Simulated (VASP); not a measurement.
# MgO (Fm-3m) in VASP: further runs

MgO is run at these levels: PBE; tasks: single point.

All numbers are computed with VASP 6.6.1; they aren't measurements. Logs are shortened: lines on timing, memory, paths and dates and some standing lists are left out, and cuts for length are marked.

### 1 The cell of the first run

The structure is cubic, space group Fm-3m (No. 225). The conventional cell has a = 4.299 Å, b = 4.299 Å, c = 4.299 Å, α = 90.00°, β = 90.00°, γ = 90.00°. Mg (site symmetry m-3m) has 6 O at 2.15 Å within 2.8 Å. O (site symmetry m-3m) has 6 Mg at 2.15 Å within 2.8 Å.

### 2 Single point, PBE (volume scaled by 1.02)

Contents of INCAR:

```
  PREC = Accurate
  ENCUT = 520
  EDIFF = 1E-6
  ISMEAR = -1
  SIGMA = 0.01
  LREAL = F
  LASPH = T
  NELM = 100
  ALGO = Normal
  ISIF = 2
  LWAVE = F
  LCHARG = F
  GGA = PE
  NBANDS = 11
```

Contents of KPOINTS:

```
regular mesh
0
Gamma
  11 11 11
```

Contents of POSCAR:

```
MgO
1.0
    0.0000000000      2.1492904783      2.1492904783
    2.1492904783      0.0000000000      2.1492904783
    2.1492904783      2.1492904783      0.0000000000
Mg O
1 1
Direct
    0.0000000000      0.0000000000      0.0000000000
    0.5000000000      0.5000000000      0.5000000000
```

Potentials or basis: VASP PAW PBE potentials, release 64 (Mg, O).

On the command line:

```bash
$ cat potpaw_PBE.64/Mg/POTCAR potpaw_PBE.64/O/POTCAR > POTCAR
$ mpirun -np 1 vasp_std > vasp.out
```

OUTCAR:

```text
PREC = Accurate
   ENCUT = 520
   EDIFF = 1E-6
   ISMEAR = -1
   LREAL = F
   LASPH = T
   NELM = 100
   ISIF = 2
   GGA = PE

 ion  position               nearest neighbor table
   1  0.000  0.000  0.000-   2 2.15   2 2.15   2 2.15   2 2.15   2 2.15   2 2.15
   2  0.500  0.500  0.500-   1 2.15   1 2.15   1 2.15   1 2.15   1 2.15   1 2.15

  LATTYP: Found a face centered cubic cell.
 ALAT       =     4.2985809566

  Lattice vectors:

 A1 = (   0.0000000000,   2.1492904783,   2.1492904783)
 A2 = (   2.1492904783,   0.0000000000,   2.1492904783)
 A3 = (   2.1492904783,   2.1492904783,   0.0000000000)

Analysis of symmetry for initial positions (statically):
=====================================================================
 Subroutine PRICEL returns:
 Original cell was already a primitive cell.

 Routine SETGRP: Setting up the symmetry group for a
 face centered cubic supercell.

 Subroutine GETGRP returns: Found 48 space group operations
 (whereof 48 operations were pure point group operations)
 out of a pool of 48 trial point group operations.

The static configuration has the point symmetry O_h .

Analysis of symmetry for dynamics (positions and initial velocities):
=====================================================================
 Subroutine PRICEL returns:
 Original cell was already a primitive cell.

 Routine SETGRP: Setting up the symmetry group for a
 face centered cubic supercell.

 Subroutine GETGRP returns: Found 48 space group operations
 (whereof 48 operations were pure point group operations)
 out of a pool of 48 trial point group operations.

The dynamic configuration has the point symmetry O_h .

 Subroutine INISYM returns: Found 48 space group operations
 (whereof 48 operations are pure point group operations),
 and found     1 'primitive' translations

----------------------------------------------------------------------------------------

                                     Primitive cell

  volume of cell :      19.8571

  direct lattice vectors                    reciprocal lattice vectors
     0.000000000  2.149290478  2.149290478    -0.232634911  0.232634911  0.232634911
     2.149290478  0.000000000  2.149290478     0.232634911 -0.232634911  0.232634911
     2.149290478  2.149290478  0.000000000     0.232634911  0.232634911 -0.232634911

  length of vectors
     3.039555744  3.039555744  3.039555744     0.402935486  0.402935486  0.402935486

  position of ions in fractional coordinates (direct lattice)
     0.000000000  0.000000000  0.000000000
     0.500000000  0.500000000  0.500000000

  ion indices of the primitive-cell ions
   primitive index   ion index
                 1           1
                 2           2

----------------------------------------------------------------------------------------

 KPOINTS: regular mesh

Automatic generation of k-mesh.
 Grid dimensions read from file:
 generate k-points for:   11   11   11

 Generating k-lattice:

  Cartesian coordinates                     Fractional coordinates (reciprocal lattice)
    -0.021148628  0.021148628  0.021148628     0.090909091  0.000000000  0.000000000
     0.021148628 -0.021148628  0.021148628     0.000000000  0.090909091  0.000000000
     0.021148628  0.021148628 -0.021148628     0.000000000  0.000000000  0.090909091

  Length of vectors
     0.036630499  0.036630499  0.036630499

  Shift w.r.t. Gamma in fractional coordinates (k-lattice)
     0.000000000  0.000000000  0.000000000

 Subroutine IBZKPT returns following result:
 ===========================================

 Found     56 irreducible k-points:

 Following reciprocal coordinates:
            Coordinates               Weight
  0.000000  0.000000  0.000000      1.000000
  0.090909  0.000000  0.000000      8.000000
  0.181818  0.000000  0.000000      8.000000
  0.272727  0.000000  0.000000      8.000000
  0.363636  0.000000  0.000000      8.000000
  0.454545  0.000000  0.000000      8.000000
[... 16 lines left out ...]
 -0.272727  0.181818  0.000000     24.000000
 -0.181818  0.181818  0.000000     12.000000
 [... further k-points ...]
   k-points           NKPTS =     56   k-points in BZ     NKDIM =     56   number of bands    NBANDS=     11
   number of dos      NEDOS =    301   number of ions     NIONS =      2
   total plane-waves  NPLWV =  13824
   dimension x,y,z NGX =    24 NGY =   24 NGZ =   24
   dimension x,y,z NGXF=    48 NGYF=   48 NGZF=   48
   ions per type =               1   1
   NGX,Y,Z   is equivalent  to a cutoff of  13.13, 13.13, 13.13 a.u.
   NGXF,Y,Z  is equivalent  to a cutoff of  26.25, 26.25, 26.25 a.u.
 SYSTEM =  unknown system
   PREC   = accura    normal or accurate (medium, high low for compatibility)
   ISTART =      0    job   : 0-new  1-cont  2-samecut
   ICHARG =      2    charge: 1-file 2-atom 10-const
   ISPIN  =      1    spin polarized calculation?
   LNONCOLLINEAR =      F non collinear calculations
   LSORBIT =      F    spin-orbit coupling
   LASPH  =      T    aspherical Exc in radial PAW
   ENCUT  =  520.0 eV  38.22 Ry    6.18 a.u.   5.65  5.65  5.65*2*pi/ulx,y,z
   NELM   =    100;   NELMIN=  2; NELMDL= -5     # of ELM steps
   EDIFF  = 0.1E-05   stopping-criterion for ELM
   LREAL  =      F    real-space projection
   EDIFFG = 0.1E-04   stopping-criterion for IOM
   NSW    =      0    number of steps for IOM
   IBRION =     -1    ionic relax: 0-MD 1-quasi-New 2-CG
   NFREE  =      0    steps in history (QN), initial steepest desc. (CG)
   ISIF   =      2    stress and relaxation
   ISYM   =      2    0-nonsym 1-usesym 2-fastsym
   POTIM  = 0.5000    time-step for ionic-motion
   TEBEG  =    0.0;   TEEND  =   0.0 temperature during run
   PSTRESS=    0.0 pullay stress
   NELECT =       8.0000    total number of electrons
   NUPDOWN=      -1.0000    fix difference up-down
   EMIN   =  10.00;   EMAX   =-10.00  energy-range for DOS
   EFERMI =   0.00;   METHOD = LEGACY
   ISMEAR =    -1;   SIGMA  =   0.01  broadening in eV -4-tet -1-fermi 0-gaus
   EFERMI_NEDOS =   21; number of points for ismear=-14 and -15
   IALGO  =     38    algorithm
   IMIX   =      4    mixing-type and parameters
     AMIX     =   0.40;   BMIX     =  1.00
     AMIX_MAG =   1.60;   BMIX_MAG =  1.00
  volume/ion in A,a.u.               =       9.93        67.00
  Fermi-wavevector in a.u.,A,eV,Ry     =   1.209112  2.284890 19.891048  1.461951
  Thomas-Fermi vector in A             =   2.344699
   LORBIT       =      0    0 simple, 1 ext, 2 COOP (PROOUT), +10 PAW based schemes
   GGA     = PE    functional components
   LHFCALC =     F    Hartree Fock is set to
   AEXX    =    0.0000 exact exchange contribution
   IVDW    =     0    specifies the selected vdW correction
   LEPSILON=     F    determine dielectric tensor
   LRPA    =     F    only Hartree local field effects (RPA)
 non-spin polarized calculation
  energy-cutoff  :      520.00
  volume of cell :       19.86
 maximum number of plane-waves:       543
   NGX = 11   NGY = 11   NGZ = 11

 number of electron       7.9999999 magnetization

 Free energy of the ion-electron system (eV)
  ---------------------------------------------------
  ext. energy  EPLUGINS =         0.00000000
  ---------------------------------------------------
  free energy    TOTEN  =       -11.90095664 eV

  energy without entropy =      -11.90095664  energy(sigma->0) =      -11.90095664

 E-fermi :   2.9211     XC(G=0): -10.7934

 val. band max:        2.7440975916   @ k =   0.0000   0.0000   0.0000
 cond. band min:       6.8993989691   @ k =   0.0000   0.0000   0.0000
 fundamental gap:      4.1553013775
 Fermi energy:         2.9210856126

 k-point     1 :       0.0000    0.0000    0.0000
  band No.  band energies     occupation
      1     -14.2182      2.00000
      2       2.7441      2.00000
      3       2.7441      2.00000
      4       2.7441      2.00000
      5       6.8994      0.00000
      6      18.1968      0.00000
      7      18.1968      0.00000
      8      18.1968      0.00000
      9      21.9562      0.00000
     10      23.6609      0.00000
     11      23.6609      0.00000

 k-point     2 :       0.0909    0.0000    0.0000
  band No.  band energies     occupation
      1     -14.1396      2.00000
      2       2.2011      2.00000
      3       2.6936      2.00000
      4       2.6936      2.00000
      5       7.4384      0.00000
      6      17.1210      0.00000
      7      18.3786      0.00000
      8      18.3786      0.00000
      9      22.9371      0.00000
     10      22.9371      0.00000
     11      23.3102      0.00000

 k-point     3 :       0.1818    0.0000    0.0000
  band No.  band energies     occupation
      1     -13.9205      2.00000
      2       1.0811      2.00000
      3       2.5618      2.00000
      4       2.5618      2.00000
      5       8.5161      0.00000
      6      15.6679      0.00000
      7      18.7592      0.00000
      8      18.7592      0.00000
      9      22.1926      0.00000
     10      22.1926      0.00000
     11      24.1050      0.00000

 k-point     4 :       0.2727    0.0000    0.0000
  band No.  band energies     occupation
      1     -13.6129      2.00000
      2      -0.0801      2.00000
      3       2.3963      2.00000
      4       2.3963      2.00000
      5       9.5033      0.00000
      6      14.7707      0.00000
      7      18.8739      0.00000
      8      18.8739      0.00000
      9      22.3566      0.00000
     10      22.3566      0.00000
     11      23.5952      0.00000
[... 239 lines left out ...]
 k-point    22 :      -0.3636    0.1818    0.0000
  band No.  band energies     occupation
      1     -13.0421      2.00000
      2      -1.0386      2.00000
      3       1.1356      2.00000
      4       2.0763      2.00000
      5      11.5030      0.00000
      6      14.3858      0.00000
      7      16.1815      0.00000
      8      19.1334      0.00000
      9      22.8205      0.00000
     10      23.5602      0.00000
     11      26.3235      0.00000

 k-point    23 :      -0.2727    0.1818    0.0000
  band No.  band energies     occupation
      1     -13.2483      2.00000
      2      -0.5824      2.00000
      3       1.3016      2.00000
      4       2.2414      2.00000
      5      11.0961      0.00000
      6      14.2345      0.00000
      7      16.7123      0.00000
      8      19.4310      0.00000
      9      21.7851      0.00000
     10      23.3639      0.00000
     11      26.4145      0.00000

 k-point    24 :      -0.1818    0.1818    0.0000
  band No.  band energies     occupation
      1     -13.5201      2.00000
      2       0.0117      2.00000
      3       1.7115      2.00000
      4       2.4139      2.00000
      5      10.1994      0.00000
      6      14.4716      0.00000
      7      17.5509      0.00000
      8      20.0019      0.00000
      9      20.3206      0.00000
     10      23.3113      0.00000
     11      26.2276      0.00000

 [... further k-points ...]

------------------------ aborting loop because EDIFF is reached ----------------------------------------

  FORCE on cell =-STRESS in cart. coord.  units (eV):
  Direction    XX          YY          ZZ          XY          YZ          ZX
  --------------------------------------------------------------------------------------
  -------------------------------------------------------------------------------------
  Total       -0.6370575     -0.6370575     -0.6370575      0.0000000      0.0000000      0.0000000
  in kB      -51.4012755    -51.4012755    -51.4012755      0.0000000      0.0000000      0.0000000
  external PRESSURE =     -51.4012755 kB  Pullay stress =       0.0000000 kB

 VOLUME and BASIS-vectors are now :
 -----------------------------------------------------------------------------
  energy-cutoff  :      520.00
  volume of cell :       19.86
      direct lattice vectors                 reciprocal lattice vectors
     0.000000000  2.149290478  2.149290478    -0.232634911  0.232634911  0.232634911
     2.149290478  0.000000000  2.149290478     0.232634911 -0.232634911  0.232634911
     2.149290478  2.149290478  0.000000000     0.232634911  0.232634911 -0.232634911

 POSITION                                       TOTAL-FORCE (eV/Angst)
 -----------------------------------------------------------------------------------
      0.00000      0.00000      0.00000        -0.000000     -0.000000     -0.000000
      2.14929      2.14929      2.14929         0.000000      0.000000      0.000000
 -----------------------------------------------------------------------------------
    total drift:                               -0.000000     -0.000000      0.000000

  FREE ENERGIE OF THE ION-ELECTRON SYSTEM (eV)
  ---------------------------------------------------
  free  energy   TOTEN  =       -11.9009566441 eV

  energy  without entropy=      -11.9009566441  energy(sigma->0) =      -11.90095664
```

Run time: 4.7 s. Hardware: 1 thread of Intel Xeon 6975P-C (Granite Rapids), shared host; peak memory 0.14 GiB.

What came out:

```
Free energy            : -11.9010 eV
Pressure               : -5.1 GPa
Band gap on the k mesh : 4.16 eV, direct
```

### 3 Single point, PBE (volume scaled by 1.06)

Contents of INCAR:

```
PREC = Accurate
ENCUT = 520
EDIFF = 1E-7
ISMEAR = -1
SIGMA = 0.01
LREAL = False
LASPH = True
NELM = 80
ALGO = Normal
ISIF = 2
LWAVE = False
LCHARG = False
GGA = PE
NBANDS = 11
```

Contents of KPOINTS:

```
Automatic mesh
0
Gamma
  11 11 11
```

Contents of POSCAR:

```
MgO
1.0
    0.0000000000      2.1770263178      2.1770263178
    2.1770263178      0.0000000000      2.1770263178
    2.1770263178      2.1770263178      0.0000000000
Mg O
1 1
Direct
    0.0000000000      0.0000000000      0.0000000000
    0.5000000000      0.5000000000      0.5000000000
```

Potentials or basis: VASP PAW PBE potentials, release 64 (Mg, O).

On the command line:

```bash
$ cat potpaw_PBE.64/Mg/POTCAR potpaw_PBE.64/O/POTCAR > POTCAR
$ mpirun -np 1 vasp_std > vasp.out
```

Wall time 5 s (1 thread of Intel Xeon 6975P-C (Granite Rapids), shared host); peak memory 0.14 GiB.

It converged, with:

| Item | Value |
| --- | --- |
| Free energy | -11.8653 eV |
| Pressure | -9.8 GPa |
| Band gap on the k mesh | 3.82 eV, direct |

Levels at points of the mesh, in eV from the valence-band top:
```
           k point  band 1  band 2  band 3  band 4  band 5  band 6  band 7  band 8
(0.00, 0.00, 0.00)  -16.78    0.00    0.00    0.00    3.82   15.23   15.23   15.23
```
